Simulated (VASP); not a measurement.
# H3CCl in VASP: a series of runs, part 2 of 2

VASP 6.6.1.

## 3. Single point, PBE+D3(BJ)

INCAR reads:

```
SYSTEM = H3CCl
PREC = Accurate
ENCUT = 520
EDIFF = 1E-7
ISMEAR = -1
SIGMA = 0.05
LREAL = Auto
LASPH = .TRUE.
NELM = 60
ALGO = Normal
ISIF = 2
LWAVE = .FALSE.
LCHARG = .FALSE.
GGA = PE
IVDW = 12
NBANDS = 82
```

KPOINTS reads:

```
regular mesh
0
G
  1 1 1
  0 0 0
```

POSCAR reads:

```
H3CCl
1.0
    9.0287150000      0.0000000000      0.0000000000
    0.0000000000      9.0287150000      0.0000000000
    0.0000000000      0.0000000000      9.0287150000
C Cl H
8 8 24
Direct
    0.6220597283      0.2411195835      0.3065331002
    0.9642789699      0.9469453848      0.7795793754
    0.8597568979      0.7976661131      0.3859463944
    0.2449518010      0.1923529539      0.9948370283
    0.8338728158      0.4151864357      0.8246466967
    0.4960617319      0.5913355334      0.6695637198
    0.1837249265      0.5351924388      0.2568804088
    0.5474311682      0.8429881772      0.0175107975
    0.5849780395      0.1770573110      0.4909890278
    0.9295896481      0.9801948561      0.9723089055
    1.0061010897      0.9264219770      0.3435704859
    0.2574895763      0.3733864675      0.8985885588
    0.7961598079      0.5481732450      0.9712788586
    0.5289457027      0.7879969630      0.6592964780
    0.2077593545      0.4180550610      0.4204031249
    0.4999714799      0.8543408447      0.2125551643
    0.6418632109      0.3608154649      0.2800841537
    0.7107655962      0.1689498450      0.2593835335
    0.5225771331      0.2137070447      0.2460261510
    1.0528519285      0.8711760201      0.7660004774
    0.8576081978      0.9191008909      0.7355642525
    1.0018369170      1.0425403837      0.7187844560
    0.7723801228      0.8598676556      0.4375927250
    0.8086643559      0.7506494557      0.2914257455
    0.9015568661      0.7051280276      0.4554800988
    0.2033954998      0.1114665819      0.9232653816
    0.3517111793      0.1677868888      1.0452650239
    0.1724276378      0.2065299436      1.0920601658
    0.7731886542      0.3093463466      0.8638770855
    0.8019524373      0.4636540194      0.7211768231
    0.9550417750      0.3946408764      0.8309598874
    0.3904542341      0.5481067904      0.6256925819
    0.5862517534      0.5268966846      0.6150044608
    0.5234521192      0.5689292441      0.7796126027
    0.2729845831      0.6175518886      0.2680447882
    0.2048575019      0.4687156478      0.1582174208
    0.0661223663      0.5811790493      0.2598154887
    0.4727029262      0.9040599908     -0.0481020832
    0.6543345315      0.9004935918      0.0068005248
    0.5457365749      0.7241783576     -0.0123937903
```

Potentials or basis: VASP PAW PBE potentials, release 64 (C, Cl, H).

Started as:

```bash
cat potpaw_PBE.64/C/POTCAR potpaw_PBE.64/Cl/POTCAR potpaw_PBE.64/H/POTCAR > POTCAR
mpirun -np 1 vasp_gam > vasp.out
```

It took 1.7 min on 1 thread of AMD EPYC 7R13 (Zen 3), shared host; peak memory 0.63 GiB.

Results (log left out):

```yaml
Free_energy: -180.4775 eV
Pressure: -0.5 GPa
Largest_force: 2.747 eV/Å
Band_gap_on_the_k_mesh: 5.42 eV
Dispersion_energy_per_atom: -0.043 eV
```

Forces on the atoms (eV/Å):
```
C    0.319 -0.490 -1.006
C   -0.506  0.875  0.275
C    0.676 -0.095  0.924
C    0.415  2.148  1.661
C    0.269 -1.488  2.220
C    1.072 -0.408 -1.450
C   -0.548  0.242  0.751
C    0.909 -0.596  0.974
Cl   0.324  0.701 -0.101
Cl   0.330  0.160 -0.103
Cl  -0.274 -0.396  0.041
Cl  -0.032 -1.087  0.360
Cl   0.069 -0.078 -0.296
Cl  -0.304 -0.314 -0.653
Cl  -0.202  0.063 -0.415
Cl  -0.159  0.047 -0.257
H    0.171 -0.581  1.084
H   -0.246  0.580  0.379
H   -0.502 -0.184 -0.288
H    0.467 -1.372  0.069
H   -0.393 -0.750 -0.505
H    0.050  1.054  0.131
H   -0.313  0.291  0.691
H   -0.068 -0.351 -1.479
H   -0.034  0.600 -0.070
H   -0.436 -1.073 -1.162
H    0.422 -0.119 -0.468
H   -0.239  0.104 -0.434
H    0.665  1.359 -1.067
H   -0.380  0.008 -0.604
H   -0.494  0.070 -0.231
H    0.081  0.663  0.331
H   -0.351  0.686 -0.489
H   -0.510 -0.585  2.047
H   -0.516  0.205 -0.149
H   -0.188 -0.108 -0.008
H    1.425 -0.346 -0.121
H   -1.342  0.615 -0.563
H    0.082 -0.634 -0.058
H    0.292  0.586  0.041
```

Stress tensor (GPa, compression positive):
```
-0.32 -0.30  0.55
-0.30 -1.15  0.77
 0.55  0.77  0.12
```

Levels at points of the mesh, in eV from the valence-band top:
| k point | band 53 | band 54 | band 55 | band 56 | band 57 | band 58 | band 59 | band 60 |
| --- | --- | --- | --- | --- | --- | --- | --- | --- |
| (0.00, 0.00, 0.00) | -0.16 | -0.12 | -0.08 | 0.00 | 5.42 | 5.47 | 5.65 | 5.85 |

Caveat: the k points lie up to 0.70 Å⁻¹ apart.

## 4. Single point, PBE+D3(BJ)

INCAR reads:

```
SYSTEM = H3CCl
ALGO = Normal ; EDIFF = 1E-6
ENCUT = 520 ; GGA = PE
ISIF = 2 ; ISMEAR = -1
IVDW = 12 ; LASPH = .TRUE.
LCHARG = .FALSE. ; LREAL = Auto
LWAVE = .FALSE. ; NBANDS = 82
NELM = 80 ; PREC = Accurate
SIGMA = 0.05
```

KPOINTS reads:

```
k-points
0
G
  1 1 1
  0 0 0
```

POSCAR reads:

```
H3CCl
1.0
    9.0287150000      0.0000000000      0.0000000000
    0.0000000000      9.0287150000      0.0000000000
    0.0000000000      0.0000000000      9.0287150000
C Cl H
8 8 24
Direct
    0.5913023060      0.2261451380      0.3136548224
    0.9626508313      0.9584974163      0.7771980841
    0.8637441762      0.7889384037      0.4056723465
    0.2363016221      0.1793167688      0.9939398907
    0.8338506642      0.4111880816      0.8189980523
    0.4841331241      0.5826410514      0.6479991893
    0.1827059554      0.5468773796      0.2494042618
    0.5650527234      0.8254441524      0.0078416475
    0.5772249982      0.1706222868      0.5078685062
    0.9222685620      0.9969303494      0.9674577169
    0.9914699932      0.9279172064      0.3431496066
    0.2722314305      0.3519105432      0.9063859032
    0.7924826512      0.5376512605      0.9754433494
    0.5117450268      0.7756585516      0.6671713527
    0.2059207761      0.4069239089      0.4014635527
    0.5262985929      0.8643311922      0.1999841616
    0.6657647295      0.3203999683      0.3163462353
    0.6437017892      0.1369962392      0.2521953567
    0.4762139463      0.2614879305      0.2840271290
    1.0359835259      0.8590480484      0.7775857362
    0.8486589731      0.9491716152      0.7221514911
    1.0233903717      1.0458188125      0.7357857680
    0.7733658666      0.8420135091      0.4655922797
    0.8259204106      0.7371259365      0.3043511729
    0.9319487878      0.7051169519      0.4704213169
    0.2197211896      0.1015869922      0.9140614141
    0.3224822137      0.1519817604      1.0673833430
    0.1294536376      0.1831711379      1.0634403678
    0.8254441524      0.2981708914      0.8667235592
    0.7530750500      0.4558455993      0.7431400814
    0.9555291091      0.4192290930      0.7862026878
    0.3825904351      0.5808135488      0.5792518647
    0.5746443431      0.5388252924      0.5824084601
    0.4885855850      0.5224663753      0.7483567706
    0.2110045560      0.6553978058      0.3047609765
    0.2585306990      0.5213255707      0.1647632027
    0.0661888209      0.5404977342      0.2098194483
    0.4723152741      0.8625369169     -0.0566968832
    0.6665178821      0.8842343567     -0.0246657470
    0.5768594977      0.7067340148     -0.0086834062
```

Started as:

```bash
cat potpaw_PBE.64/C/POTCAR potpaw_PBE.64/Cl/POTCAR potpaw_PBE.64/H/POTCAR > POTCAR
mpirun -np 1 vasp_gam > vasp.out
```

Wall time 1.7 min (1 thread of AMD EPYC 7R13 (Zen 3), shared host); peak memory 0.63 GiB.

Results (log left out):

| Item | Value |
| --- | --- |
| Free energy | -180.3915 eV |
| Pressure | -0.2 GPa |
| Largest force | 3.827 eV/Å |
| Band gap on the k mesh | 5.41 eV |
| Dispersion energy per atom | -0.043 eV |

Forces on the atoms (eV/Å):
```
C   -0.567  0.535  1.010
C   -1.964 -2.101  0.594
C    1.255 -0.715  0.175
C   -2.144  2.104  2.371
C    1.565  0.160  1.442
C   -0.240  0.619 -2.016
C   -0.997  0.596  2.341
C    0.172  0.147  0.310
Cl   0.071 -0.065 -0.339
Cl  -0.083  0.005  0.270
Cl   0.048  0.239  0.242
Cl  -0.016  0.114 -0.029
Cl   0.694 -0.522 -0.234
Cl   0.385  0.591  0.166
Cl  -0.191  0.620 -0.975
Cl   0.008 -0.210 -0.134
H    0.090  0.375 -0.185
H   -0.371 -0.250 -0.192
H    0.840 -0.453 -0.201
H   -0.820  0.236 -0.287
H    1.605 -0.245  0.292
H    1.101  2.013 -1.026
H    0.007 -0.121  0.169
H   -0.409 -0.247 -0.163
H   -0.901  0.857 -0.332
H   -0.199 -2.098 -2.182
H    1.344 -0.327  0.768
H    1.266  0.311 -0.901
H   -0.683  0.366 -0.550
H   -0.006 -0.754 -0.786
H   -1.294  0.493  0.145
H    0.217 -0.823  0.665
H    0.289 -0.039 -0.476
H   -0.608 -0.342  1.339
H   -0.418 -0.806 -0.662
H    0.970 -0.446 -1.014
H    0.575  0.079  0.279
H   -0.516  0.350 -0.225
H   -0.151 -0.134  0.133
H    0.073 -0.109  0.197
```

Stress tensor (GPa, compression positive):
```
-0.98  0.97 -0.01
 0.97  0.30  0.66
-0.01  0.66  0.16
```

Levels at points of the mesh, in eV from the valence-band top:
| k point | band 54 | band 55 | band 56 | band 57 | band 58 | band 59 |
| --- | --- | --- | --- | --- | --- | --- |
| (0.00, 0.00, 0.00) | -0.08 | -0.03 | 0.00 | 5.41 | 5.44 | 5.73 |

Caveat: the k points lie up to 0.70 Å⁻¹ apart.

## 5. Overview

| cell | gap on the mesh (eV) | pressure (GPa) | largest force (eV/Å) |
| --- | --- | --- | --- |
| as given, atomic positions A | 5.42 | -0.6 | 0.32 |
| as given, atomic positions B | 5.42 | -0.5 | 2.75 |
| as given, atomic positions C | 5.41 | -0.2 | 3.83 |

Alike in all rows: task single point; level PBE+D3(BJ); potentials or basis VASP PAW PBE potentials, release 64 (C, Cl, H); no spin polarisation; k mesh 1 × 1 × 1; cutoff (eV) 520; smearing fermi-dirac 0.05 eV.

Caveats: all runs use coarse meshes.

Absolute energies hang on the potentials; compare differences alone.
